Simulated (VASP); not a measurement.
# Ti2O (P-3m1) in VASP: further runs

The runs below take Ti2O through single point, with PBEsol.

Everything below comes from runs of VASP 6.6.1. Logs are shortened: lines on timing, memory, paths and dates and some standing lists are left out, and cuts for length are marked.

## Step 1: The cell of the first run

The structure is trigonal, space group P-3m1 (No. 164). The conventional cell has a = 2.923 Å, b = 2.923 Å, c = 4.690 Å, α = 90.00°, β = 90.00°, γ = 120.00°. Within 2.8 Å of Ti (site symmetry 3m) lie 3 O at 2.09 Å and 3 Ti at 2.79 Å. O (site symmetry -3m) has 6 Ti at 2.09 Å within 2.8 Å.

## Step 2: Single point, PBEsol

The input, INCAR:

```
SYSTEM = Ti2O
PREC = Accurate
ENCUT = 520
EDIFF = 1E-6
ISMEAR = -1
SIGMA = 0.15
LREAL = .False.
LASPH = .True.
NELM = 80
ALGO = Normal
ISIF = 2
LWAVE = .False.
LCHARG = .False.
GGA = PS
NBANDS = 22
```

The input, KPOINTS:

```
Automatic mesh
0
Gamma
  18 18 10
  0 0 0
```

The input, POSCAR:

```
Ti2O
1.0
    2.9229201131      0.0000000000      0.0000000000
   -1.4614600565      2.5313230712      0.0000000000
    0.0000000000      0.0000000000      4.6903754651
Ti O
2 1
Direct
    0.6666666667      0.3333333333      0.2633846941
    0.3333333333      0.6666666667      0.7366153059
    0.0000000000      0.0000000000      0.0000000000
```

Potentials or basis: VASP PAW PBE potentials, release 64 (Ti_sv, O).

Run with:

```sh
$ cat potpaw_PBE.64/Ti_sv/POTCAR potpaw_PBE.64/O/POTCAR > POTCAR
$ mpirun -np 1 vasp_std > vasp.out
```

OUTCAR:

```text
SYSTEM = Ti2O
   PREC = Accurate
   ENCUT = 520
   EDIFF = 1E-6
   ISMEAR = -1
   LREAL = .False.
   LASPH = .True.
   NELM = 80
   ISIF = 2
   GGA = PS

 ion  position               nearest neighbor table
   1  0.667  0.333  0.263-   3 2.09   3 2.09   3 2.09   2 2.79   2 2.79   2 2.79
   2  0.333  0.667  0.737-   3 2.09   3 2.09   3 2.09   1 2.79   1 2.79   1 2.79
   3  0.000  0.000  0.000-   1 2.09   2 2.09   2 2.09   1 2.09   1 2.09   2 2.09

  LATTYP: Found a hexagonal cell.
 ALAT       =     2.9229201131
 C/A-ratio  =     1.6046882171

  Lattice vectors:

 A1 = (   2.9229201131,   0.0000000000,   0.0000000000)
 A2 = (  -1.4614600565,   2.5313230712,   0.0000000000)
 A3 = (   0.0000000000,   0.0000000000,   4.6903754651)

Analysis of symmetry for initial positions (statically):
=====================================================================
 Subroutine PRICEL returns:
 Original cell was already a primitive cell.

 Routine SETGRP: Setting up the symmetry group for a
 hexagonal supercell.

 Subroutine GETGRP returns: Found 12 space group operations
 (whereof 12 operations were pure point group operations)
 out of a pool of 24 trial point group operations.

The static configuration has the point symmetry D_3d.

Analysis of symmetry for dynamics (positions and initial velocities):
=====================================================================
 Subroutine PRICEL returns:
 Original cell was already a primitive cell.

 Routine SETGRP: Setting up the symmetry group for a
 hexagonal supercell.

 Subroutine GETGRP returns: Found 12 space group operations
 (whereof 12 operations were pure point group operations)
 out of a pool of 24 trial point group operations.

The dynamic configuration has the point symmetry D_3d.

 Subroutine INISYM returns: Found 12 space group operations
 (whereof 12 operations are pure point group operations),
 and found     1 'primitive' translations

----------------------------------------------------------------------------------------

                                     Primitive cell

  volume of cell :      34.7034

  direct lattice vectors                    reciprocal lattice vectors
     2.922920113  0.000000000  0.000000000     0.342123617  0.197525162  0.000000000
    -1.461460056  2.531323071  0.000000000     0.000000000  0.395050324  0.000000000
     0.000000000  0.000000000  4.690375465     0.000000000  0.000000000  0.213202548

  length of vectors
     2.922920113  2.922920113  4.690375465     0.395050324  0.395050324  0.213202548

  position of ions in fractional coordinates (direct lattice)
     0.666666667  0.333333333  0.263384694
     0.333333333  0.666666667  0.736615306
     0.000000000  0.000000000  0.000000000

  ion indices of the primitive-cell ions
   primitive index   ion index
                 1           1
                 2           2
                 3           3

----------------------------------------------------------------------------------------

 KPOINTS: Automatic mesh

Automatic generation of k-mesh.
 Grid dimensions read from file:
 generate k-points for:   18   18   10

 Generating k-lattice:

  Cartesian coordinates                     Fractional coordinates (reciprocal lattice)
     0.019006868  0.010973620  0.000000000     0.055555556  0.000000000  0.000000000
     0.000000000  0.021947240  0.000000000     0.000000000  0.055555556  0.000000000
     0.000000000  0.000000000  0.021320255     0.000000000  0.000000000  0.100000000

  Length of vectors
     0.021947240  0.021947240  0.021320255

  Shift w.r.t. Gamma in fractional coordinates (k-lattice)
     0.000000000  0.000000000  0.000000000

 Subroutine IBZKPT returns following result:
 ===========================================

 Found    330 irreducible k-points:

 Following reciprocal coordinates:
            Coordinates               Weight
  0.000000  0.000000  0.000000      1.000000
  0.055556 -0.000000  0.000000      6.000000
  0.111111 -0.000000  0.000000      6.000000
  0.166667 -0.000000  0.000000      6.000000
  0.222222 -0.000000  0.000000      6.000000
  0.277778 -0.000000  0.000000      6.000000
[... 16 lines left out ...]
  0.333333  0.111111  0.000000     12.000000
  0.388889  0.111111  0.000000     12.000000
 [... further k-points ...]
   k-points           NKPTS =    330   k-points in BZ     NKDIM =    330   number of bands    NBANDS=     22
   number of dos      NEDOS =    301   number of ions     NIONS =      3
   total plane-waves  NPLWV =  20736
   dimension x,y,z NGX =    24 NGY =   24 NGZ =   36
   dimension x,y,z NGXF=    48 NGYF=   48 NGZF=   72
   ions per type =               2   1
   NGX,Y,Z   is equivalent  to a cutoff of  13.65, 13.65, 12.76 a.u.
   NGXF,Y,Z  is equivalent  to a cutoff of  27.30, 27.30, 25.52 a.u.
 SYSTEM =  Ti2O
   PREC   = accura    normal or accurate (medium, high low for compatibility)
   ISTART =      0    job   : 0-new  1-cont  2-samecut
   ICHARG =      2    charge: 1-file 2-atom 10-const
   ISPIN  =      1    spin polarized calculation?
   LNONCOLLINEAR =      F non collinear calculations
   LSORBIT =      F    spin-orbit coupling
   LASPH  =      T    aspherical Exc in radial PAW
   ENCUT  =  520.0 eV  38.22 Ry    6.18 a.u.   5.43  5.43  8.72*2*pi/ulx,y,z
   NELM   =     80;   NELMIN=  2; NELMDL= -5     # of ELM steps
   EDIFF  = 0.1E-05   stopping-criterion for ELM
   LREAL  =      F    real-space projection
   EDIFFG = 0.1E-04   stopping-criterion for IOM
   NSW    =      0    number of steps for IOM
   IBRION =     -1    ionic relax: 0-MD 1-quasi-New 2-CG
   NFREE  =      0    steps in history (QN), initial steepest desc. (CG)
   ISIF   =      2    stress and relaxation
   ISYM   =      2    0-nonsym 1-usesym 2-fastsym
   POTIM  = 0.5000    time-step for ionic-motion
   TEBEG  =    0.0;   TEEND  =   0.0 temperature during run
   PSTRESS=    0.0 pullay stress
   NELECT =      30.0000    total number of electrons
   NUPDOWN=      -1.0000    fix difference up-down
   EMIN   =  10.00;   EMAX   =-10.00  energy-range for DOS
   EFERMI =   0.00;   METHOD = LEGACY
   ISMEAR =    -1;   SIGMA  =   0.15  broadening in eV -4-tet -1-fermi 0-gaus
   EFERMI_NEDOS =   21; number of points for ismear=-14 and -15
   IALGO  =     38    algorithm
   IMIX   =      4    mixing-type and parameters
     AMIX     =   0.40;   BMIX     =  1.00
     AMIX_MAG =   1.60;   BMIX_MAG =  1.00
  volume/ion in A,a.u.               =      11.57        78.06
  Fermi-wavevector in a.u.,A,eV,Ry     =   1.559521  2.947067 33.090804  2.432106
  Thomas-Fermi vector in A             =   2.662867
   LORBIT       =      0    0 simple, 1 ext, 2 COOP (PROOUT), +10 PAW based schemes
   GGA     = PS    functional components
   LHFCALC =     F    Hartree Fock is set to
   AEXX    =    0.0000 exact exchange contribution
   IVDW    =     0    specifies the selected vdW correction
   LEPSILON=     F    determine dielectric tensor
   LRPA    =     F    only Hartree local field effects (RPA)
 non-spin polarized calculation
  energy-cutoff  :      520.00
  volume of cell :       34.70
 maximum number of plane-waves:       966
 NGX is ok and might be reduce to    24
   NGX = 11   NGY = 11   NGZ = 17

 number of electron      29.9999993 magnetization

 Free energy of the ion-electron system (eV)
  ---------------------------------------------------
  ext. energy  EPLUGINS =         0.00000000
  ---------------------------------------------------
  free energy    TOTEN  =       -27.63330716 eV

  energy without entropy =      -27.53630335  energy(sigma->0) =      -27.58480526

 E-fermi :  10.3472     XC(G=0): -12.7273

 val. band max:       10.3400966047   @ k =   0.1667   0.0556   0.2000
 cond. band min:      10.3553793808   @ k =   0.2778   0.0556   0.3000
 fundamental gap:      0.0152827761
 Fermi energy:        10.3472082610

 k-point     1 :       0.0000    0.0000    0.0000
  band No.  band energies     occupation
      1     -46.5508      2.00000
      2     -46.3964      2.00000
      3     -23.3919      2.00000
      4     -22.6224      2.00000
      5     -22.6224      2.00000
      6     -22.5260      2.00000
[... 14 lines left out ...]
     21      11.5847      0.00052
     22      14.6045      0.00000

 k-point     2 :       0.0556   -0.0000    0.0000
  band No.  band energies     occupation
      1     -46.5472      2.00000
      2     -46.3949      2.00000
      3     -23.3819      2.00000
      4     -22.6418      2.00000
      5     -22.6287      2.00000
      6     -22.5452      2.00000
[... 14 lines left out ...]
     21      11.8066      0.00012
     22      14.3817      0.00000

 k-point     3 :       0.1111   -0.0000    0.0000
  band No.  band energies     occupation
      1     -46.5367      2.00000
      2     -46.3906      2.00000
      3     -23.3526      2.00000
      4     -22.6962      2.00000
      5     -22.6461      2.00000
      6     -22.5991      2.00000
[... 14 lines left out ...]
     21      12.1234      0.00001
     22      14.0212      0.00000

 k-point     4 :       0.1667   -0.0000    0.0000
  band No.  band energies     occupation
      1     -46.5204      2.00000
      2     -46.3844      2.00000
      3     -23.3062      2.00000
      4     -22.7795      2.00000
      5     -22.6773      2.00000
      6     -22.6715      2.00000
[... 14 lines left out ...]
     21      12.5498      0.00000
     22      13.7174      0.00000

 k-point     5 :       0.2222   -0.0000    0.0000
  band No.  band energies     occupation
      1     -46.4997      2.00000
      2     -46.3772      2.00000
      3     -23.2466      2.00000
      4     -22.8827      2.00000
      5     -22.7671      2.00000
      6     -22.7012      2.00000
[... 14 lines left out ...]
     21      13.0622      0.00000
     22      13.5625      0.00000

 k-point     6 :       0.2778   -0.0000    0.0000
  band No.  band energies     occupation
      1     -46.4768      2.00000
      2     -46.3706      2.00000
      3     -23.1804      2.00000
      4     -22.9911      2.00000
      5     -22.8568      2.00000
      6     -22.7316      2.00000
[... 14 lines left out ...]
     21      13.2480      0.00000
     22      13.8529      0.00000

 k-point     7 :       0.3333   -0.0000    0.0000
  band No.  band energies     occupation
      1     -46.4538      2.00000
      2     -46.3656      2.00000
      3     -23.1411      2.00000
      4     -23.0632      2.00000
      5     -22.9362      2.00000
      6     -22.7592      2.00000
[... 324 lines left out ...]
      6     -22.6800      2.00000
[... 14 lines left out ...]
     21      13.2751      0.00000
     22      13.5327      0.00000

 k-point    21 :       0.2222    0.1111    0.0000
  band No.  band energies     occupation
      1     -46.4695      2.00000
      2     -46.3687      2.00000
      3     -23.1583      2.00000
      4     -22.9907      2.00000
      5     -22.9056      2.00000
      6     -22.7241      2.00000
[... 14 lines left out ...]
     21      13.4594      0.00000
     22      13.8559      0.00000

 k-point    22 :       0.2778    0.1111    0.0000
  band No.  band energies     occupation
      1     -46.4475      2.00000
      2     -46.3645      2.00000
      3     -23.1259      2.00000
      4     -23.0520      2.00000
      5     -22.9580      2.00000
      6     -22.7678      2.00000
[... 14 lines left out ...]
     21      13.5946      0.00000
     22      14.0847      0.00000

 k-point    23 :       0.3333    0.1111    0.0000
  band No.  band energies     occupation
      1     -46.4278      2.00000
      2     -46.3628      2.00000
      3     -23.1863      2.00000
      4     -23.0207      2.00000
      5     -22.9817      2.00000
      6     -22.8044      2.00000
[... 14 lines left out ...]
     21      13.7211      0.00000
     22      13.9750      0.00000

 k-point    24 :       0.3889    0.1111    0.0000
  band No.  band energies     occupation
      1     -46.4132      2.00000
      2     -46.3633      2.00000
      3     -23.2354      2.00000
      4     -23.0374      2.00000
      5     -22.9371      2.00000
      6     -22.8299      2.00000
[... 14 lines left out ...]
     21      13.7453      0.00000
     22      13.8912      0.00000

 [... further k-points ...]

------------------------ aborting loop because EDIFF is reached ----------------------------------------

  FORCE on cell =-STRESS in cart. coord.  units (eV):
  Direction    XX          YY          ZZ          XY          YZ          ZX
  --------------------------------------------------------------------------------------
  -------------------------------------------------------------------------------------
  Total        1.3839288      1.3839288      1.3798234      0.0000000      0.0000000      0.0000000
  in kB       63.8928385     63.8928385     63.7033047      0.0000000      0.0000000      0.0000000
  external PRESSURE =      63.8296606 kB  Pullay stress =       0.0000000 kB

 VOLUME and BASIS-vectors are now :
 -----------------------------------------------------------------------------
  energy-cutoff  :      520.00
  volume of cell :       34.70
      direct lattice vectors                 reciprocal lattice vectors
     2.922920113  0.000000000  0.000000000     0.342123617  0.197525162  0.000000000
    -1.461460056  2.531323071  0.000000000     0.000000000  0.395050324  0.000000000
     0.000000000  0.000000000  4.690375465     0.000000000  0.000000000  0.213202548

 POSITION                                       TOTAL-FORCE (eV/Angst)
 -----------------------------------------------------------------------------------
      1.46146      0.84377      1.23537         0.000000      0.000000      0.053065
     -0.00000      1.68755      3.45500        -0.000000      0.000000     -0.053065
      0.00000      0.00000      0.00000         0.000000      0.000000      0.000000
 -----------------------------------------------------------------------------------
    total drift:                                0.000000     -0.000000     -0.000000

  FREE ENERGIE OF THE ION-ELECTRON SYSTEM (eV)
  ---------------------------------------------------
  free  energy   TOTEN  =       -27.6333071630 eV

  energy  without entropy=      -27.5363033514  energy(sigma->0) =      -27.58480526
```

Run time: 2 min. Hardware: 1 thread of Intel Xeon 6975P-C, shared host; peak memory 0.33 GiB.

Results:

* Free energy: -27.6333 eV
* Pressure: 6.4 GPa
* Largest force: 0.053 eV/Å
* Band gap on the k mesh: zero (band 15 reaches 10.80 eV, above the bottom of band 16 at 10.00 eV)

Forces in eV/Å, atoms in the order of the input:
```
Ti   0.000  0.000  0.053
Ti   0.000  0.000 -0.053
O    0.000  0.000  0.000
```

Caveat: the PAW data sets were made with another functional, which shifts forces and pressure a little.

## Step 3: Single point, PBEsol (volume scaled by 0.98, then relaxed in part)

The input, INCAR:

```
SYSTEM = Ti2O
PREC     = Accurate       ! precision mode
ENCUT    = 520            ! plane-wave cutoff, eV
EDIFF    = 1E-7           ! SCF threshold, eV
ISMEAR   = -1             ! smearing method
SIGMA    = 0.15           ! smearing width, eV
LREAL    = .False.        ! projectors in reciprocal space
LASPH    = .True.         ! aspherical terms in the spheres
NELM     = 80             ! most SCF steps
ALGO     = Normal         ! electronic algorithm
ISIF     = 2              ! what is computed and relaxed
LWAVE    = .False.        ! write WAVECAR
LCHARG   = .False.        ! write CHGCAR
GGA      = PS             ! functional
NBANDS   = 22             ! bands
```

The input, KPOINTS:

```
regular mesh
0
Gamma
  18 18 10
  0 0 0
```

The input, POSCAR:

```
Ti2O
1.0
    2.9320668828      0.0000000000      0.0000000000
   -1.4660334414      2.5392444061      0.0000000000
    0.0000000000      0.0000000000      4.7020585507
Ti O
2 1
Direct
    0.6666666667      0.3333333333      0.2630038751
    0.3333333333      0.6666666667      0.7369961249
    0.0000000000      0.0000000000      0.0000000000
```

Potentials or basis: VASP PAW PBE potentials, release 64 (Ti_sv, O).

Run with:

```sh
$ cat potpaw_PBE.64/Ti_sv/POTCAR potpaw_PBE.64/O/POTCAR > POTCAR
$ mpirun -np 1 vasp_std > vasp.out
```

Wall time 3.1 min (1 thread of Intel Xeon 6975P-C, shared host); peak memory 0.33 GiB.

It converged, with:

```yaml
Free_energy: -27.6437 eV
Pressure: 4.5 GPa
Largest_force: 0.052 eV/Å
Band_gap_on_the_k_mesh: zero (band 15 reaches 10.69 eV, above the bottom of band 16 at 9.88 eV)
```

Forces on the atoms (eV/Å):
```
Ti   0.000  0.000  0.052
Ti   0.000  0.000 -0.052
O    0.000  0.000  0.000
```

Levels at points of the mesh, in eV from the Fermi level:
| k point | band 13 | band 14 | band 15 | band 16 | band 17 | band 18 |
| --- | --- | --- | --- | --- | --- | --- |
| (0.00, 0.00, 0.00) | -3.64 | 0.00 | 0.19 | 0.59 | 0.59 | 1.08 |
| (0.50, 0.00, 0.00) | -2.75 | -1.30 | -0.47 | 1.34 | 1.85 | 2.99 |
| (0.00, 0.00, 0.50) | -1.74 | -1.61 | 0.10 | 0.10 | 1.33 | 2.09 |
| (0.50, 0.00, 0.50) | -1.72 | -1.23 | -0.59 | -0.16 | 1.13 | 2.77 |

Caveat: the PAW data sets were made with another functional, which shifts forces and pressure a little.
